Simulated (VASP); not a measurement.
# Mg2Ti3O3 (P-6m2) in VASP: a series of runs, part 2 of 2

VASP 6.6.1.

### 3 Single point, PBE

Input file INCAR:

```
PREC = Accurate
ENCUT = 520
EDIFF = 1E-6
ISMEAR = 0
SIGMA = 0.1
LREAL = F
LASPH = T
NELM = 60
ALGO = Normal
ISIF = 2
LWAVE = F
LCHARG = F
GGA = PE
NBANDS = 39
```

Input file KPOINTS:

```
regular mesh
0
Gamma
  6 6 12
```

Input file POSCAR:

```
Mg2Ti3O3
1.0
    6.5364034522      0.0000000000      0.0000000000
   -3.2682017261      5.6606914390      0.0000000000
    0.0000000000      0.0000000000      2.7784274654
Mg Ti O
2 3 3
Direct
    0.0000000000      0.0000000000      0.5000000000
    0.6666666667      0.3333333333      0.0000000000
    0.5896036890      0.7948018445      0.0000000000
    0.2051981555      0.7948018445      0.0000000000
    0.2051981555      0.4103963110      0.0000000000
    0.9960983457      0.4980491729      0.5000000000
    0.5019508271      0.4980491729      0.5000000000
    0.5019508271      0.0039016543      0.5000000000
```

Potentials or basis: VASP PAW PBE potentials, release 64 (Mg, Ti_sv, O).

Launch:

```bash
> cat potpaw_PBE.64/Mg/POTCAR potpaw_PBE.64/Ti_sv/POTCAR potpaw_PBE.64/O/POTCAR > POTCAR
> mpirun -np 1 vasp_std > vasp.out
```

OUTCAR:

```text
PREC = Accurate
   ENCUT = 520
   EDIFF = 1E-6
   ISMEAR = 0
   LREAL = F
   LASPH = T
   NELM = 60
   ISIF = 2
   GGA = PE

 ion  position               nearest neighbor table
   1  0.000  0.000  0.500-   3 2.71   4 2.71   3 2.71   4 2.71   5 2.71   5 2.71
   2  0.667  0.333  0.000-   6 2.33   6 2.33   8 2.33   8 2.33   7 2.33   7 2.33
   3  0.590  0.795  0.000-   7 2.22   7 2.22   8 2.22   8 2.22   4 2.51   5 2.51   1 2.71   1 2.71

   4  0.205  0.795  0.000-   8 2.22   8 2.22   6 2.22   6 2.22   3 2.51   5 2.51   1 2.71   1 2.71

   5  0.205  0.410  0.000-   7 2.22   7 2.22   6 2.22   6 2.22   3 2.51   4 2.51   1 2.71   1 2.71

   6  0.996  0.498  0.500-   4 2.22   4 2.22   5 2.22   5 2.22   2 2.33   2 2.33
   7  0.502  0.498  0.500-   5 2.22   5 2.22   3 2.22   3 2.22   2 2.33   2 2.33
   8  0.502  0.004  0.500-   4 2.22   4 2.22   3 2.22   3 2.22   2 2.33   2 2.33

  LATTYP: Found a hexagonal cell.
 ALAT       =     6.5364034522
 C/A-ratio  =     0.4250697629

  Lattice vectors:

 A1 = (   6.5364034522,   0.0000000000,   0.0000000000)
 A2 = (  -3.2682017261,   5.6606914390,   0.0000000000)
 A3 = (   0.0000000000,   0.0000000000,   2.7784274654)

Analysis of symmetry for initial positions (statically):
=====================================================================
 Subroutine PRICEL returns:
 Original cell was already a primitive cell.

 Routine SETGRP: Setting up the symmetry group for a
 hexagonal supercell.

 Subroutine GETGRP returns: Found 12 space group operations
 (whereof 12 operations were pure point group operations)
 out of a pool of 24 trial point group operations.

The static configuration has the point symmetry D_3h.

Analysis of symmetry for dynamics (positions and initial velocities):
=====================================================================
 Subroutine PRICEL returns:
 Original cell was already a primitive cell.

 Routine SETGRP: Setting up the symmetry group for a
 hexagonal supercell.

 Subroutine GETGRP returns: Found 12 space group operations
 (whereof 12 operations were pure point group operations)
 out of a pool of 24 trial point group operations.

The dynamic configuration has the point symmetry D_3h.

 Subroutine INISYM returns: Found 12 space group operations
 (whereof 12 operations are pure point group operations),
 and found     1 'primitive' translations

----------------------------------------------------------------------------------------

                                     Primitive cell

  volume of cell :     102.8034

  direct lattice vectors                    reciprocal lattice vectors
     6.536403452  0.000000000  0.000000000     0.152989332  0.088328432  0.000000000
    -3.268201726  5.660691439  0.000000000     0.000000000  0.176656864  0.000000000
     0.000000000  0.000000000  2.778427465     0.000000000  0.000000000  0.359915820

  length of vectors
     6.536403452  6.536403452  2.778427465     0.176656864  0.176656864  0.359915820

  position of ions in fractional coordinates (direct lattice)
     0.000000000  0.000000000  0.500000000
     0.666666667  0.333333333  0.000000000
     0.589603689  0.794801845  0.000000000
     0.205198155  0.794801845  0.000000000
     0.205198155  0.410396311  0.000000000
     0.996098346  0.498049173  0.500000000
     0.501950827  0.498049173  0.500000000
[... 63 lines left out ...]
  0.166667 -0.000000  0.250000     12.000000
  0.333333  0.000000  0.250000     12.000000
 [... further k-points ...]
   k-points           NKPTS =     49   k-points in BZ     NKDIM =     49   number of bands    NBANDS=     39
   number of dos      NEDOS =    301   number of ions     NIONS =      8
   total plane-waves  NPLWV =  60000
   dimension x,y,z NGX =    50 NGY =   50 NGZ =   24
   dimension x,y,z NGXF=   100 NGYF=  100 NGZF=   48
   ions per type =               2   3   3
   NGX,Y,Z   is equivalent  to a cutoff of  12.72, 12.72, 14.36 a.u.
   NGXF,Y,Z  is equivalent  to a cutoff of  25.43, 25.43, 28.72 a.u.
 SYSTEM =  unknown system
   PREC   = accura    normal or accurate (medium, high low for compatibility)
   ISTART =      0    job   : 0-new  1-cont  2-samecut
   ICHARG =      2    charge: 1-file 2-atom 10-const
   ISPIN  =      1    spin polarized calculation?
   LNONCOLLINEAR =      F non collinear calculations
   LSORBIT =      F    spin-orbit coupling
   LASPH  =      T    aspherical Exc in radial PAW
   ENCUT  =  520.0 eV  38.22 Ry    6.18 a.u.  12.15 12.15  5.17*2*pi/ulx,y,z
   NELM   =     60;   NELMIN=  2; NELMDL= -5     # of ELM steps
   EDIFF  = 0.1E-05   stopping-criterion for ELM
   LREAL  =      F    real-space projection
   EDIFFG = 0.1E-04   stopping-criterion for IOM
   NSW    =      0    number of steps for IOM
   IBRION =     -1    ionic relax: 0-MD 1-quasi-New 2-CG
   NFREE  =      0    steps in history (QN), initial steepest desc. (CG)
   ISIF   =      2    stress and relaxation
   ISYM   =      2    0-nonsym 1-usesym 2-fastsym
   POTIM  = 0.5000    time-step for ionic-motion
   TEBEG  =    0.0;   TEEND  =   0.0 temperature during run
   PSTRESS=    0.0 pullay stress
   NELECT =      58.0000    total number of electrons
   NUPDOWN=      -1.0000    fix difference up-down
   EMIN   =  10.00;   EMAX   =-10.00  energy-range for DOS
   EFERMI =   0.00;   METHOD = LEGACY
   ISMEAR =     0;   SIGMA  =   0.10  broadening in eV -4-tet -1-fermi 0-gaus
   EFERMI_NEDOS =   21; number of points for ismear=-14 and -15
   IALGO  =     38    algorithm
   IMIX   =      4    mixing-type and parameters
     AMIX     =   0.40;   BMIX     =  1.00
     AMIX_MAG =   1.60;   BMIX_MAG =  1.00
  volume/ion in A,a.u.               =      12.85        86.72
  Fermi-wavevector in a.u.,A,eV,Ry     =   1.352742  2.556312 24.897456  1.829911
  Thomas-Fermi vector in A             =   2.480056
   LORBIT       =      0    0 simple, 1 ext, 2 COOP (PROOUT), +10 PAW based schemes
   GGA     = PE    functional components
   LHFCALC =     F    Hartree Fock is set to
   AEXX    =    0.0000 exact exchange contribution
   IVDW    =     0    specifies the selected vdW correction
   LEPSILON=     F    determine dielectric tensor
   LRPA    =     F    only Hartree local field effects (RPA)
 non-spin polarized calculation
 Gauss-broadening in eV      SIGMA  =   0.10
  energy-cutoff  :      520.00
  volume of cell :      102.80
 maximum number of plane-waves:      2790
 NGX is ok and might be reduce to    50
   NGX = 25   NGY = 25   NGZ = 11

 number of electron      57.9999999 magnetization

 Free energy of the ion-electron system (eV)
  ---------------------------------------------------
  ext. energy  EPLUGINS =         0.00000000
  ---------------------------------------------------
  free energy    TOTEN  =       -51.91962809 eV

  energy without entropy =      -51.88655508  energy(sigma->0) =      -51.90309158

 E-fermi :   7.2940     XC(G=0): -10.9648

 val. band max:        7.2932256613   @ k =   0.1667  -0.0000   0.4167
 cond. band min:       7.3001623332   @ k =   0.3333   0.1667   0.0000
 fundamental gap:      0.0069366719
 Fermi energy:         7.2940210840

 k-point     1 :       0.0000    0.0000    0.0000
  band No.  band energies     occupation
      1     -49.8467      2.00000
      2     -49.6878      2.00000
      3     -49.6878      2.00000
      4     -26.4576      2.00000
      5     -26.3985      2.00000
      6     -26.3985      2.00000
[... 997 lines left out ...]
     38       9.8796      0.00000
     39      10.0553      0.00000

 [... further k-points ...]

------------------------ aborting loop because EDIFF is reached ----------------------------------------

  FORCE on cell =-STRESS in cart. coord.  units (eV):
  Direction    XX          YY          ZZ          XY          YZ          ZX
  --------------------------------------------------------------------------------------
  -------------------------------------------------------------------------------------
  Total        0.0165602      0.0165602      0.0558920      0.0000000      0.0000000      0.0000000
  in kB        0.2580881      0.2580881      0.8710689      0.0000000      0.0000000      0.0000000
  external PRESSURE =       0.4624150 kB  Pullay stress =       0.0000000 kB

 VOLUME and BASIS-vectors are now :
 -----------------------------------------------------------------------------
  energy-cutoff  :      520.00
  volume of cell :      102.80
      direct lattice vectors                 reciprocal lattice vectors
     6.536403452  0.000000000  0.000000000     0.152989332  0.088328432  0.000000000
    -3.268201726  5.660691439  0.000000000     0.000000000  0.176656864  0.000000000
     0.000000000  0.000000000  2.778427465     0.000000000  0.000000000  0.359915820

 POSITION                                       TOTAL-FORCE (eV/Angst)
 -----------------------------------------------------------------------------------
      0.00000      0.00000      1.38921        -0.000000      0.000000      0.000000
      3.26820      1.88690      0.00000        -0.000000      0.000000      0.000000
      1.25631      4.49913      0.00000         0.026656      0.015390     -0.000000
     -1.25631      4.49913      0.00000        -0.026656      0.015390     -0.000000
      0.00000      2.32313      0.00000        -0.000000     -0.030780     -0.000000
      4.88318      2.81930      1.38921        -0.039484     -0.022796      0.000000
      1.65323      2.81930      1.38921         0.039484     -0.022796      0.000000
      3.26820      0.02209      1.38921        -0.000000      0.045592      0.000000
 -----------------------------------------------------------------------------------
    total drift:                                0.000001     -0.000001     -0.000000

  FREE ENERGIE OF THE ION-ELECTRON SYSTEM (eV)
  ---------------------------------------------------
  free  energy   TOTEN  =       -51.9196280924 eV

  energy  without entropy=      -51.8865550773  energy(sigma->0) =      -51.90309158
```

Wall time 2.1 min (1 thread of Intel Xeon 6975P-C (Granite Rapids), shared host); peak memory 0.33 GiB.

Results:

```yaml
Free_energy: -51.9196 eV
Pressure: 0.0 GPa
Largest_force: 0.046 eV/Å
Band_gap_on_the_k_mesh: zero (bands 29 and 30 overlap by 0.66 eV)
```

Forces in eV/Å, atoms in the order of the input:
```
Mg   0.000  0.000  0.000
Mg   0.000  0.000  0.000
Ti   0.027  0.015  0.000
Ti  -0.027  0.015  0.000
Ti   0.000 -0.031  0.000
O   -0.039 -0.023  0.000
O    0.039 -0.023  0.000
O    0.000  0.046  0.000
```

### 4 Relaxation of cell and atoms, PBE, collinear spin

This run uses another cell than the first one, of 11.22 Å³/atom.

Input file INCAR:

```
SYSTEM = Mg2Ti3O3
PREC = Accurate
ENCUT = 600
EDIFF = 1E-7
ISMEAR = 0
SIGMA = 0.2
LREAL = .False.
LASPH = .True.
NELM = 150
ALGO = Normal
ISIF = 3
LWAVE = .False.
LCHARG = .False.
ISPIN = 2
MAGMOM = 0 0 1 1 1 0 0 0
LORBIT = 11
LMAXMIX = 4
GGA = PE
IBRION = 2
NSW = 36
EDIFFG = -0.08
```

Input file KPOINTS:

```
Automatic mesh
0
Gamma
  4 4 4
  0 0 0
```

Input file POSCAR:

```
Mg2Ti3O3
1.0
    5.0609856500      0.0000000000      0.0000000000
   -2.5304928300      4.3829421400      0.0000000000
    0.0000000000      0.0000000000      4.0454816600
Mg Ti O
2 3 3
Direct
    0.0000000000      0.0000000000      0.5000000000
    0.6666666700      0.3333333300      0.0000000000
    0.6533320000      0.8266660000      0.0000000000
    0.1733340000      0.8266660000      0.0000000000
    0.1733340000      0.3466680000      0.0000000000
    0.0125490000      0.5062745000      0.5000000000
    0.4937255000      0.5062745000      0.5000000000
    0.4937255000      0.9874510000      0.5000000000
```

Launch:

```bash
> cat potpaw_PBE.64/Mg/POTCAR potpaw_PBE.64/Ti_sv/POTCAR potpaw_PBE.64/O/POTCAR > POTCAR
> mpirun -np 1 vasp_std > vasp.out
```

Wall time 10 min (1 thread of Intel Xeon 6975P-C (Granite Rapids), shared host); peak memory 0.31 GiB.

The run converged. Its results:

- Free energy: -51.7700 eV
- Relaxed volume: 12.54 Å³/atom
- Relaxed cell: a = 6.427 Å, b = 6.427 Å, c = 2.804 Å, α = 90.00°, β = 90.00°, γ = 120.00°
- Space group after relaxing (to 0.1 Å): P-6m2 (No. 187)
- Energy gained by relaxing: 1217.8 meV/atom
- Ionic steps: 13
- Pressure after relaxing: -0.1 GPa
- Largest force after relaxing: 0.062 eV/Å
- Band gap on the k mesh: zero (filled and empty bands overlap)
- Net moment: 0.00 μB per cell
- Valence electrons inside the program's atomic spheres: Mg 0.53, 0.28; Ti 10.41; O 5.01

Forces on the atoms (eV/Å):
```
Mg   0.000  0.000  0.000
Mg   0.000  0.000  0.000
Ti  -0.054 -0.031  0.000
Ti   0.054 -0.031  0.000
Ti   0.000  0.062  0.000
O    0.032  0.019  0.000
O   -0.032  0.019  0.000
O    0.000 -0.037  0.000
```

Stress tensor (GPa, compression positive):
```
-0.18  0.00  0.00
 0.00 -0.18  0.00
 0.00  0.00 -0.06
```

The path:
```csv
step,energy change (eV),largest force (eV/Å),pressure (GPa),volume (Å³)
1,0.0000,2.2635,18.30,89.74
2,-5.6266,2.0971,-6.80,105.64
3,-7.0998,2.0356,-13.65,114.12
4,-7.4453,0.9077,-22.60,128.05
5,-7.5861,1.7675,-16.28,118.12
6,-9.3005,1.6666,9.45,98.23
7,-9.6839,0.4561,-1.27,103.37
8,-9.7189,0.2179,-0.14,101.74
9,-9.7213,0.2275,0.30,101.19
10,-9.7300,0.1548,-0.30,101.29
11,-9.7355,0.1969,-1.30,101.45
12,-9.7395,0.1526,-0.93,101.08
13,-9.7426,0.0618,-0.14,100.31
```

Final structure:
```
Mg Ti O
1.0
     6.42714    0.00000    0.00000
    -3.21357    5.56606    0.00000
     0.00000    0.00000    2.80395
Mg Ti O
2 3 3
Direct
  0.00000 0.00000 0.50000
  0.66667 0.33333 0.00000
  0.59173 0.79586 0.00000
  0.20414 0.79586 0.00000
  0.20414 0.40827 0.00000
  0.99341 0.49671 0.50000
  0.50329 0.49671 0.50000
  0.50329 0.00659 0.50000
```

Levels at points of the mesh, in eV from the Fermi level:
Spin up:
| k point | band 27 | band 28 | band 29 | band 30 | band 31 | band 32 |
| --- | --- | --- | --- | --- | --- | --- |
| (0.00, 0.00, 0.00) | -1.28 | -1.25 | -0.75 | -0.16 | -0.16 | 0.96 |
| (0.50, 0.00, 0.00) | -1.19 | -0.90 | -0.75 | 0.04 | 0.14 | 0.89 |
| (0.00, 0.00, 0.50) | -0.51 | -0.51 | 0.21 | 0.21 | 1.44 | 1.81 |
| (0.50, 0.00, 0.50) | -0.79 | -0.72 | -0.33 | 0.10 | 0.36 | 1.27 |
Spin down:
| k point | band 27 | band 28 | band 29 | band 30 | band 31 | band 32 |
| --- | --- | --- | --- | --- | --- | --- |
| (0.00, 0.00, 0.00) | -1.28 | -1.25 | -0.75 | -0.16 | -0.16 | 0.96 |
| (0.50, 0.00, 0.00) | -1.19 | -0.90 | -0.75 | 0.04 | 0.14 | 0.89 |
| (0.00, 0.00, 0.50) | -0.51 | -0.51 | 0.21 | 0.21 | 1.44 | 1.81 |
| (0.50, 0.00, 0.50) | -0.79 | -0.72 | -0.33 | 0.10 | 0.36 | 1.27 |

Caveat: the k points lie up to 0.56 Å⁻¹ apart in the final cell; a cell axis changed by over 15 % at a fixed basis, so the end point is rough; the relaxation stopped at a loose force limit of 0.08 eV/Å, so its end isn't a converged minimum.

### 5 Single point, PBE, collinear spin

This run uses another cell than the first one, of 12.81 Å³/atom.

Input file INCAR:

```
ALGO = Normal
EDIFF = 1E-6
ENCUT = 520
GGA = PE
ISIF = 2
ISMEAR = 0
ISPIN = 2
LASPH = True
LCHARG = False
LMAXMIX = 4
LORBIT = 11
LREAL = False
LWAVE = False
MAGMOM = 0 0 1 1 1 0 0 0
NBANDS = 43
NELM = 150
PREC = Accurate
SIGMA = 0.2
```

Input file KPOINTS:

```
k-points
0
Gamma
  4 4 4
```

Input file POSCAR:

```
Mg2Ti3O3
1.0
    6.5047913405      0.0000000037      0.0000000000
   -3.2523956735      5.6333145453      0.0000000000
    0.0000000000      0.0000000000      2.7976168962
Mg Ti O
2 3 3
Direct
    0.0000000000      0.0000000000      0.5000000000
    0.6666666667      0.3333333333      0.0000000000
    0.5902374968      0.7951187484      0.0000000000
    0.2048812516      0.7951187484      0.0000000000
    0.2048812516      0.4097625032      0.0000000000
   -0.0020202151      0.4989898924      0.5000000000
    0.5010101076      0.4989898924      0.5000000000
    0.5010101076      1.0020202151      0.5000000000
```

Launch:

```bash
> cat potpaw_PBE.64/Mg/POTCAR potpaw_PBE.64/Ti_sv/POTCAR potpaw_PBE.64/O/POTCAR > POTCAR
> mpirun -np 1 vasp_std > vasp.out
```

Run time: 2.1 min. Hardware: 1 thread of Intel Xeon Platinum 8259CL at 2.50GHz (Skylake/Cascade Lake), shared host; peak memory 0.31 GiB.

The run converged. Its results:

| Quantity | Value |
| --- | --- |
| Free energy | -51.9843 eV |
| Pressure | 0.3 GPa |
| Largest force | 0.044 eV/Å |
| Band gap on the k mesh | zero (filled and empty bands overlap) |
| Net moment | 0.00 μB per cell |
| Valence electrons inside the program's atomic spheres | Mg 0.52, 0.27; Ti 10.40; O 4.98 |

Forces on the atoms (eV/Å):
```
Mg   0.000  0.000  0.000
Mg   0.000  0.000  0.000
Ti   0.028  0.016  0.000
Ti  -0.028  0.016  0.000
Ti   0.000 -0.032  0.000
O   -0.038 -0.022  0.000
O    0.038 -0.022  0.000
O    0.000  0.044  0.000
```

Stress tensor (GPa, compression positive):
```
 0.57  0.00  0.00
 0.00  0.57  0.00
 0.00  0.00 -0.14
```

Levels at points of the mesh, in eV from the Fermi level:
Spin up:
| k point | band 26 | band 27 | band 28 | band 29 | band 30 | band 31 | band 32 | band 33 |
| --- | --- | --- | --- | --- | --- | --- | --- | --- |
| (0.00, 0.00, 0.00) | -1.26 | -1.25 | -1.25 | -0.74 | -0.18 | -0.18 | 1.04 | 1.18 |
| (0.50, 0.00, 0.00) | -2.07 | -1.19 | -0.88 | -0.76 | -0.02 | 0.16 | 0.89 | 0.96 |
| (0.00, 0.00, 0.50) | -1.93 | -0.43 | -0.43 | 0.18 | 0.18 | 1.38 | 1.77 | 2.06 |
| (0.50, 0.00, 0.50) | -1.24 | -0.75 | -0.69 | -0.30 | 0.08 | 0.38 | 1.30 | 2.04 |
Spin down:
| k point | band 25 | band 26 | band 27 | band 28 | band 29 | band 30 | band 31 | band 32 | band 33 | band 34 |
| --- | --- | --- | --- | --- | --- | --- | --- | --- | --- | --- |
| (0.00, 0.00, 0.00) | -4.08 | -1.25 | -1.25 | -1.25 | -0.74 | -0.18 | -0.18 | 1.04 | 1.18 | 2.05 |
| (0.50, 0.00, 0.00) | -3.77 | -2.07 | -1.19 | -0.88 | -0.76 | -0.02 | 0.17 | 0.89 | 0.96 | 1.12 |
| (0.00, 0.00, 0.50) | -2.35 | -1.93 | -0.43 | -0.43 | 0.18 | 0.18 | 1.38 | 1.77 | 2.06 | 2.06 |
| (0.50, 0.00, 0.50) | -1.70 | -1.24 | -0.75 | -0.69 | -0.30 | 0.08 | 0.38 | 1.30 | 2.04 | 2.11 |

Caveat: the k points lie up to 0.56 Å⁻¹ apart.

### 6 Summary

```csv
task,spin,cell,k mesh,cutoff (eV),smearing,gap on the mesh (eV),pressure (GPa),moment (μB),largest force (eV/Å)
single point,off,"a = 2.778, b = 6.536, c = 6.536 Å, angles 120.0, 90.0, 90.0°, 8 atoms, atomic positions A",8 × 6 × 6,520,gaussian 0.2 eV,none,0.1,-,0.07
single point,off,"a = 6.536, b = 6.536, c = 2.778 Å, angles 90.0, 90.0, 120.0°, 8 atoms, atomic positions A",6 × 6 × 12,520,gaussian 0.1 eV,none,0.0,-,0.05
relaxation of cell and atoms,collinear,"relaxed from a = 5.061, b = 5.061, c = 4.045 Å, angles 90.0, 90.0, 120.0°, 8 atoms, atomic positions B",4 × 4 × 4,600,gaussian 0.2 eV,none,-0.1,0.00,0.06
single point,collinear,"a = 6.505, b = 6.505, c = 2.798 Å, angles 90.0, 90.0, 120.0°, 8 atoms, atomic positions C",4 × 4 × 4,520,gaussian 0.2 eV,none,0.3,0.00,0.04
```

Alike in all rows: level PBE; potentials or basis VASP PAW PBE potentials, release 64 (Mg, Ti_sv, O).

Caveats: some runs use coarse meshes; a cell axis changed by over 15 % at a fixed basis, so the end point is rough (at least some runs); the relaxation stopped at a loose force limit of 0.08 eV/Å, so its end isn't a converged minimum (at least some runs).

Total energies depend on the potentials used, so only differences within one code and one set of settings carry meaning.
